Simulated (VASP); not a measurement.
# Ge (Pccn) in VASP: a series of runs

Ge is run at these levels: PBE; tasks: single point.

Program: VASP 6.6.1. These are calculated values, not measurements. Logs are shortened: lines on timing, memory, paths and dates and some standing lists are left out, and cuts for length are marked.

### 1 The cell of the first run

The structure is orthorhombic, space group Pccn (No. 56). Conventional cell: a = 3.652 Å, b = 6.272 Å, c = 6.611 Å, α = 90.00°, β = 90.00°, γ = 90.00°. Ge (site symmetry 1) has 4 Ge at 2.32 to 2.48 Å within 3.1 Å.

### 2 Single point, PBE

INCAR

```
PREC     = Accurate       # precision mode
ENCUT    = 520            # plane-wave cutoff, eV
EDIFF    = 1E-7           # SCF threshold, eV
ISMEAR   = 0              # smearing method
SIGMA    = 0.1            # smearing width, eV
LREAL    = F              # projectors in reciprocal space
LASPH    = T              # aspherical terms in the spheres
NELM     = 100            # most SCF steps
ALGO     = Normal         # electronic algorithm
ISIF     = 2              # what is computed and relaxed
LWAVE    = F              # write WAVECAR
LCHARG   = F              # write CHGCAR
GGA      = PE             # functional
NBANDS   = 66             # bands
```

KPOINTS

```
Automatic mesh
0
Gamma
  6 4 4
```

POSCAR

```
Ge
1.0
    3.6515384700      0.0000000000      0.0000000000
    0.0000000000      6.2719048800      0.0000000000
    0.0000000000      0.0000000000      6.6113703700
Ge
8
Direct
    0.1439704100      0.5629558500      0.1590805600
    0.1439704100      0.9370441500      0.6590805600
    0.6439704100      0.0629558500      0.8409194400
    0.3560295900      0.9370441500      0.1590805600
    0.8560295900      0.0629558500      0.3409194400
    0.8560295900      0.4370441500      0.8409194400
    0.6439704100      0.4370441500      0.3409194400
    0.3560295900      0.5629558500      0.6590805600
```

Potentials or basis: VASP PAW PBE potentials, release 64 (Ge_d).

The run is started by

```bash
$ cat potpaw_PBE.64/Ge_d/POTCAR > POTCAR
$ mpirun -np 1 vasp_std > vasp.out
```

OUTCAR:

```text
PREC = Accurate
   ENCUT = 520
   EDIFF = 1E-7
   ISMEAR = 0
   LREAL = F
   LASPH = T
   NELM = 100
   ISIF = 2
   GGA = PE

 ion  position               nearest neighbor table
   1  0.144  0.563  0.159-   7 2.32   7 2.32   4 2.47   6 2.48
   2  0.144  0.937  0.659-   3 2.32   3 2.32   8 2.47   5 2.48
   3  0.644  0.063  0.841-   2 2.32   2 2.32   6 2.47   4 2.48
   4  0.356  0.937  0.159-   5 2.32   5 2.32   1 2.47   3 2.48
   5  0.856  0.063  0.341-   4 2.32   4 2.32   7 2.47   2 2.48
   6  0.856  0.437  0.841-   8 2.32   8 2.32   3 2.47   1 2.48
   7  0.644  0.437  0.341-   1 2.32   1 2.32   5 2.47   8 2.48
   8  0.356  0.563  0.659-   6 2.32   6 2.32   2 2.47   7 2.48

  LATTYP: Found a simple orthorhombic cell.
 ALAT       =     3.6515384700
 B/A-ratio  =     1.7176061355
 C/A-ratio  =     1.8105711947

  Lattice vectors:

 A1 = (   3.6515384700,   0.0000000000,   0.0000000000)
 A2 = (   0.0000000000,   6.2719048800,   0.0000000000)
 A3 = (   0.0000000000,   0.0000000000,   6.6113703700)

Analysis of symmetry for initial positions (statically):
=====================================================================
 Subroutine PRICEL returns:
 Original cell was already a primitive cell.

 Routine SETGRP: Setting up the symmetry group for a
 simple orthorhombic supercell.

 Subroutine GETGRP returns: Found  8 space group operations
 (whereof  2 operations were pure point group operations)
 out of a pool of  8 trial point group operations.

The static configuration has the point symmetry S_2 .
 The point group associated with its full space group is D_2h.

Analysis of symmetry for dynamics (positions and initial velocities):
=====================================================================
 Subroutine PRICEL returns:
 Original cell was already a primitive cell.

 Routine SETGRP: Setting up the symmetry group for a
 simple orthorhombic supercell.

 Subroutine GETGRP returns: Found  8 space group operations
 (whereof  2 operations were pure point group operations)
 out of a pool of  8 trial point group operations.

The dynamic configuration has the point symmetry S_2 .
 The point group associated with its full space group is D_2h.

 Subroutine INISYM returns: Found  8 space group operations
 (whereof  2 operations are pure point group operations),
 and found     1 'primitive' translations

----------------------------------------------------------------------------------------

                                     Primitive cell

  volume of cell :     151.4143

  direct lattice vectors                    reciprocal lattice vectors
     3.651538470  0.000000000  0.000000000     0.273857172  0.000000000  0.000000000
     0.000000000  6.271904880  0.000000000     0.000000000  0.159441194  0.000000000
     0.000000000  0.000000000  6.611370370     0.000000000  0.000000000  0.151254573

  length of vectors
     3.651538470  6.271904880  6.611370370     0.273857172  0.159441194  0.151254573

  position of ions in fractional coordinates (direct lattice)
     0.143970410  0.562955850  0.159080560
     0.143970410  0.937044150  0.659080560
     0.643970410  0.062955850  0.840919440
     0.356029590  0.937044150  0.159080560
     0.856029590  0.062955850  0.340919440
     0.856029590  0.437044150  0.840919440
     0.643970410  0.437044150  0.340919440
     0.356029590  0.562955850  0.659080560

  ion indices of the primitive-cell ions
   primitive index   ion index
                 1           1
                 2           2
                 3           3
                 4           4
                 5           5
                 6           6
                 7           7
                 8           8

----------------------------------------------------------------------------------------

 KPOINTS: Automatic mesh

Automatic generation of k-mesh.
 Grid dimensions read from file:
 generate k-points for:    6    4    4

 Generating k-lattice:

  Cartesian coordinates                     Fractional coordinates (reciprocal lattice)
     0.045642862  0.000000000  0.000000000     0.166666667  0.000000000  0.000000000
     0.000000000  0.039860298  0.000000000     0.000000000  0.250000000  0.000000000
     0.000000000  0.000000000  0.037813643     0.000000000  0.000000000  0.250000000

  Length of vectors
     0.045642862  0.039860298  0.037813643

  Shift w.r.t. Gamma in fractional coordinates (k-lattice)
     0.000000000  0.000000000  0.000000000

 Subroutine IBZKPT returns following result:
 ===========================================

 Found     36 irreducible k-points:

 Following reciprocal coordinates:
            Coordinates               Weight
  0.000000  0.000000  0.000000      1.000000
  0.166667  0.000000  0.000000      2.000000
  0.333333  0.000000  0.000000      2.000000
  0.500000  0.000000  0.000000      1.000000
  0.000000  0.250000  0.000000      2.000000
  0.166667  0.250000  0.000000      4.000000
[... 16 lines left out ...]
  0.333333  0.500000  0.250000      4.000000
  0.500000  0.500000  0.250000      2.000000
 [... further k-points ...]
   k-points           NKPTS =     36   k-points in BZ     NKDIM =     36   number of bands    NBANDS=     66
   number of dos      NEDOS =    301   number of ions     NIONS =      8
   total plane-waves  NPLWV =  67200
   dimension x,y,z NGX =    28 NGY =   48 NGZ =   50
   dimension x,y,z NGXF=    56 NGYF=   96 NGZF=  100
   ions per type =               8
   NGX,Y,Z   is equivalent  to a cutoff of  12.75, 12.72, 12.57 a.u.
   NGXF,Y,Z  is equivalent  to a cutoff of  25.50, 25.45, 25.15 a.u.
 SYSTEM =  unknown system
   PREC   = accura    normal or accurate (medium, high low for compatibility)
   ISTART =      0    job   : 0-new  1-cont  2-samecut
   ICHARG =      2    charge: 1-file 2-atom 10-const
   ISPIN  =      1    spin polarized calculation?
   LNONCOLLINEAR =      F non collinear calculations
   LSORBIT =      F    spin-orbit coupling
   LASPH  =      T    aspherical Exc in radial PAW
   ENCUT  =  520.0 eV  38.22 Ry    6.18 a.u.   6.79 11.66 12.29*2*pi/ulx,y,z
   NELM   =    100;   NELMIN=  2; NELMDL= -5     # of ELM steps
   EDIFF  = 0.1E-06   stopping-criterion for ELM
   LREAL  =      F    real-space projection
   EDIFFG = 0.1E-05   stopping-criterion for IOM
   NSW    =      0    number of steps for IOM
   IBRION =     -1    ionic relax: 0-MD 1-quasi-New 2-CG
   NFREE  =      0    steps in history (QN), initial steepest desc. (CG)
   ISIF   =      2    stress and relaxation
   ISYM   =      2    0-nonsym 1-usesym 2-fastsym
   POTIM  = 0.5000    time-step for ionic-motion
   TEBEG  =    0.0;   TEEND  =   0.0 temperature during run
   PSTRESS=    0.0 pullay stress
   NELECT =     112.0000    total number of electrons
   NUPDOWN=      -1.0000    fix difference up-down
   EMIN   =  10.00;   EMAX   =-10.00  energy-range for DOS
   EFERMI =   0.00;   METHOD = LEGACY
   ISMEAR =     0;   SIGMA  =   0.10  broadening in eV -4-tet -1-fermi 0-gaus
   EFERMI_NEDOS =   21; number of points for ismear=-14 and -15
   IALGO  =     38    algorithm
   IMIX   =      4    mixing-type and parameters
     AMIX     =   0.40;   BMIX     =  1.00
     AMIX_MAG =   1.60;   BMIX_MAG =  1.00
  volume/ion in A,a.u.               =      18.93       127.72
  Fermi-wavevector in a.u.,A,eV,Ry     =   1.480557  2.797848 29.824651  2.192050
  Thomas-Fermi vector in A             =   2.594577
   LORBIT       =      0    0 simple, 1 ext, 2 COOP (PROOUT), +10 PAW based schemes
   GGA     = PE    functional components
   LHFCALC =     F    Hartree Fock is set to
   AEXX    =    0.0000 exact exchange contribution
   IVDW    =     0    specifies the selected vdW correction
   LEPSILON=     F    determine dielectric tensor
   LRPA    =     F    only Hartree local field effects (RPA)
 non-spin polarized calculation
 Gauss-broadening in eV      SIGMA  =   0.10
  energy-cutoff  :      520.00
  volume of cell :      151.41
 maximum number of plane-waves:      4116
 NGX is ok and might be reduce to    28
   NGX = 13   NGY = 23   NGZ = 25

 number of electron     112.0000162 magnetization

 Free energy of the ion-electron system (eV)
  ---------------------------------------------------
  ext. energy  EPLUGINS =         0.00000000
  ---------------------------------------------------
  free energy    TOTEN  =       -32.96086699 eV

  energy without entropy =      -32.95530818  energy(sigma->0) =      -32.95808758

 E-fermi :   6.6302     XC(G=0): -10.9855

 val. band max:        6.5470706783   @ k =   0.0000   0.0000   0.2500
 cond. band min:       6.6753856716   @ k =   0.5000   0.5000   0.2500
 fundamental gap:      0.1283149934
 Fermi energy:         6.6302383175

 k-point     1 :       0.0000    0.0000    0.0000
  band No.  band energies     occupation
      1     -18.3869      2.00000
      2     -18.3620      2.00000
      3     -18.3483      2.00000
      4     -18.3437      2.00000
      5     -18.2898      2.00000
      6     -18.2740      2.00000
[... 58 lines left out ...]
     65      11.0121      0.00000
     66      11.2290      0.00000

 k-point     2 :       0.1667    0.0000    0.0000
  band No.  band energies     occupation
      1     -18.3831      2.00000
      2     -18.3657      2.00000
      3     -18.3341      2.00000
      4     -18.3338      2.00000
      5     -18.2888      2.00000
      6     -18.2788      2.00000
[... 58 lines left out ...]
     65      11.4738      0.00000
     66      11.4829      0.00000

 k-point     3 :       0.3333    0.0000    0.0000
  band No.  band energies     occupation
      1     -18.3615      2.00000
      2     -18.3476      2.00000
      3     -18.3164      2.00000
      4     -18.3016      2.00000
      5     -18.2945      2.00000
      6     -18.2886      2.00000
[... 1438 lines left out ...]
     65      11.1335      0.00000
     66      11.1335      0.00000

 k-point    24 :       0.5000    0.5000    0.2500
  band No.  band energies     occupation
      1     -18.3158      2.00000
      2     -18.3158      2.00000
      3     -18.2966      2.00000
      4     -18.2966      2.00000
      5     -18.2815      2.00000
      6     -18.2815      2.00000
[... 58 lines left out ...]
     65      12.0284      0.00000
     66      12.0284      0.00000

 [... further k-points ...]
[... 5 lines left out ...]
  --------------------------------------------------------------------------------------
  -------------------------------------------------------------------------------------
  Total       21.5376572      8.9125005     13.8351534     -0.0000000      0.0000000      0.0000000
  in kB      227.8988907     94.3068675    146.3955012     -0.0000000      0.0000000      0.0000000
  external PRESSURE =     156.2004198 kB  Pullay stress =       0.0000000 kB

 VOLUME and BASIS-vectors are now :
 -----------------------------------------------------------------------------
  energy-cutoff  :      520.00
  volume of cell :      151.41
      direct lattice vectors                 reciprocal lattice vectors
     3.651538470  0.000000000  0.000000000     0.273857172  0.000000000  0.000000000
     0.000000000  6.271904880  0.000000000     0.000000000  0.159441194  0.000000000
     0.000000000  0.000000000  6.611370370     0.000000000  0.000000000  0.151254573

 POSITION                                       TOTAL-FORCE (eV/Angst)
 -----------------------------------------------------------------------------------
      0.52571      3.53081      1.05174        -0.093363      0.646787     -1.078472
      0.52571      5.87705      4.35743        -0.093363     -0.646787     -1.078472
      2.35148      0.39485      5.55963        -0.093363      0.646787      1.078472
      1.30006      5.87705      1.05174         0.093363     -0.646787     -1.078472
      3.12582      0.39485      2.25394         0.093363      0.646787      1.078472
      3.12582      2.74110      5.55963         0.093363     -0.646787      1.078472
      2.35148      2.74110      2.25394        -0.093363     -0.646787      1.078472
      1.30006      3.53081      4.35743         0.093363      0.646787     -1.078472
 -----------------------------------------------------------------------------------
    total drift:                               -0.000000     -0.000000     -0.000000

  FREE ENERGIE OF THE ION-ELECTRON SYSTEM (eV)
  ---------------------------------------------------
  free  energy   TOTEN  =       -32.9608669904 eV

  energy  without entropy=      -32.9553081793  energy(sigma->0) =      -32.95808758
```

It took 6.2 min on 1 thread of Oxide Virtual Turin-like, shared host; peak memory 0.35 GiB.

What came out:

```yaml
Free_energy: -32.9609 eV
Pressure: 15.6 GPa
Largest_force: 1.261 eV/Å
Band_gap_on_the_k_mesh: zero (band 56 reaches 6.95 eV, above the bottom of band 57 at 6.07 eV)
```

Forces in eV/Å, atoms in the order of the input:
```
Ge  -0.093  0.647 -1.078
Ge  -0.093 -0.647 -1.078
Ge  -0.093  0.647  1.078
Ge   0.093 -0.647 -1.078
Ge   0.093  0.647  1.078
Ge   0.093 -0.647  1.078
Ge  -0.093 -0.647  1.078
Ge   0.093  0.647 -1.078
```

Levels at points of the mesh, in eV from the Fermi level:
```csv
k point,band 52,band 53,band 54,band 55,band 56,band 57,band 58,band 59,band 60,band 61
"(0.00, 0.00, 0.00)",-1.05,-0.86,-0.65,0.11,0.23,0.52,1.30,2.63,2.85,3.16
"(0.50, 0.00, 0.00)",-4.61,-3.27,-3.27,-2.03,-2.03,1.07,1.07,2.69,2.69,4.52
"(0.00, 0.50, 0.00)",-1.44,-1.24,-1.24,-0.11,-0.11,1.13,1.13,1.13,1.13,3.03
"(0.50, 0.50, 0.00)",-4.18,-2.33,-2.33,-0.43,-0.43,0.07,0.07,2.64,2.64,2.85
"(0.00, 0.00, 0.50)",-1.36,-1.24,-1.24,-0.83,-0.83,1.76,1.76,2.09,2.09,3.09
"(0.50, 0.00, 0.50)",-4.19,-2.08,-2.08,-2.08,-2.08,0.56,0.56,0.56,0.56,3.34
"(0.00, 0.50, 0.50)",-3.26,-1.23,-1.23,-1.23,-1.23,1.70,1.70,1.70,1.70,3.76
"(0.50, 0.50, 0.50)",-2.65,-2.02,-2.02,-1.01,-1.01,-0.56,-0.56,0.31,0.31,1.40
```

Caveat: forces of over 1 eV/Å act on the atoms, so gaps and moduli don't describe the material at rest.

### 3 Single point, PBE

This run uses another cell than the first one, of 22.33 Å³/atom, 1.180 times its volume.

INCAR

```
  PREC = Accurate
  ENCUT = 520
  EDIFF = 1E-7
  ISMEAR = 0
  SIGMA = 0.1
  LREAL = False
  LASPH = True
  NELM = 100
  ALGO = Normal
  ISIF = 2
  LWAVE = False
  LCHARG = True
  GGA = PE
  LELF = True
  LVHAR = True
  NBANDS = 66
```

KPOINTS

```
regular mesh
0
Gamma
  6 4 4
```

POSCAR

```
Ge
1.0
    3.9050532323      0.0000000000      0.0000000000
    0.0000000000      6.4956976975      0.0000000000
    0.0000000000      0.0000000000      7.0423200575
Ge
8
Direct
    0.1160274899      0.5680637717      0.1571393662
    0.1160274899      0.9319362283      0.6571393662
    0.6160274899      0.0680637717      0.8428606338
    0.3839725101      0.9319362283      0.1571393662
    0.8839725101      0.0680637717      0.3428606338
    0.8839725101      0.4319362283      0.8428606338
    0.6160274899      0.4319362283      0.3428606338
    0.3839725101      0.5680637717      0.6571393662
```

Potentials or basis: VASP PAW PBE potentials, release 64 (Ge_d).

The run is started by

```bash
$ cat potpaw_PBE.64/Ge_d/POTCAR > POTCAR
$ mpirun -np 1 vasp_std > vasp.out
```

OUTCAR:

```text
PREC = Accurate
   ENCUT = 520
   EDIFF = 1E-7
   ISMEAR = 0
   LREAL = False
   LASPH = True
   NELM = 100
   ISIF = 2
   GGA = PE

 ion  position               nearest neighbor table
   1  0.116  0.568  0.157-   7 2.51   7 2.51   6 2.55   4 2.58
   2  0.116  0.932  0.657-   3 2.51   3 2.51   5 2.55   8 2.58
   3  0.616  0.068  0.843-   2 2.51   2 2.51   4 2.55   6 2.58
   4  0.384  0.932  0.157-   5 2.51   5 2.51   3 2.55   1 2.58
[... 1875 lines left out ...]
  -------------------------------------------------------------------------------------
  Total        0.2422394     -0.0028636      0.1736333      0.0000000      0.0000000      0.0000000
  in kB        2.1726353     -0.0256834      1.5573099      0.0000000      0.0000000      0.0000000
  external PRESSURE =       1.2347539 kB  Pullay stress =       0.0000000 kB

 VOLUME and BASIS-vectors are now :
 -----------------------------------------------------------------------------
  energy-cutoff  :      520.00
  volume of cell :      178.64
      direct lattice vectors                 reciprocal lattice vectors
     3.905053232  0.000000000  0.000000000     0.256078455  0.000000000  0.000000000
     0.000000000  6.495697697  0.000000000     0.000000000  0.153948051  0.000000000
     0.000000000  0.000000000  7.042320057     0.000000000  0.000000000  0.141998658

 POSITION                                       TOTAL-FORCE (eV/Angst)
 -----------------------------------------------------------------------------------
      0.45309      3.68997      1.10663         0.001364     -0.008073      0.009753
      0.45309      6.05358      4.62779         0.001364      0.008073      0.009753
      2.40562      0.44212      5.93569         0.001364     -0.008073     -0.009753
      1.49943      6.05358      1.10663        -0.001364      0.008073      0.009753
      3.45196      0.44212      2.41453        -0.001364     -0.008073     -0.009753
      3.45196      2.80573      5.93569        -0.001364      0.008073     -0.009753
      2.40562      2.80573      2.41453         0.001364      0.008073     -0.009753
      1.49943      3.68997      4.62779        -0.001364     -0.008073      0.009753
 -----------------------------------------------------------------------------------
    total drift:                                0.000000      0.000000     -0.000000

  FREE ENERGIE OF THE ION-ELECTRON SYSTEM (eV)
  ---------------------------------------------------
  free  energy   TOTEN  =       -34.3473168324 eV

  energy  without entropy=      -34.3442863988  energy(sigma->0) =      -34.34580162
```

Wall time 7.7 min (1 thread of Oxide Virtual Turin-like, shared host); peak memory 0.4 GiB.

Results:

| Property | Result |
| --- | --- |
| Free energy | -34.3473 eV |
| Pressure | 0.1 GPa |
| Largest force | 0.013 eV/Å |
| Band gap on the k mesh | zero (band 56 reaches 5.07 eV, above the bottom of band 57 at 4.34 eV) |

Forces in eV/Å, atoms in the order of the input:
```
Ge   0.001 -0.008  0.010
Ge   0.001  0.008  0.010
Ge   0.001 -0.008 -0.010
Ge  -0.001  0.008  0.010
Ge  -0.001 -0.008 -0.010
Ge  -0.001  0.008 -0.010
Ge   0.001  0.008 -0.010
Ge  -0.001 -0.008  0.010
```

Stress tensor (GPa, compression positive):
```
0.22 0.00 0.00
0.00 0.00 0.00
0.00 0.00 0.16
```

Levels at points of the mesh, in eV from the Fermi level:
```
           k point  band 52  band 53  band 54  band 55  band 56  band 57  band 58  band 59  band 60  band 61
(0.00, 0.00, 0.00)    -0.91    -0.63    -0.63    -0.38     0.34     0.36     0.92     2.30     2.31     2.88
(0.50, 0.00, 0.00)    -3.71    -2.50    -2.50    -1.43    -1.43     1.06     1.06     2.73     2.73     4.23
(0.00, 0.50, 0.00)    -0.99    -0.82    -0.82    -0.18    -0.18     0.74     0.74     1.04     1.04     2.79
(0.50, 0.50, 0.00)    -3.34    -1.49    -1.49    -0.03    -0.03     0.09     0.09     2.32     2.32     2.90
(0.00, 0.00, 0.50)    -1.01    -0.64    -0.64    -0.49    -0.49     1.36     1.36     2.18     2.18     2.91
(0.50, 0.00, 0.50)    -3.42    -1.58    -1.58    -1.58    -1.58     0.94     0.94     0.94     0.94     2.94
(0.00, 0.50, 0.50)    -2.45    -0.74    -0.74    -0.74    -0.74     1.43     1.43     1.43     1.43     3.77
(0.50, 0.50, 0.50)    -2.07    -1.64    -1.64    -0.77    -0.77    -0.40    -0.40     1.01     1.01     1.81
```
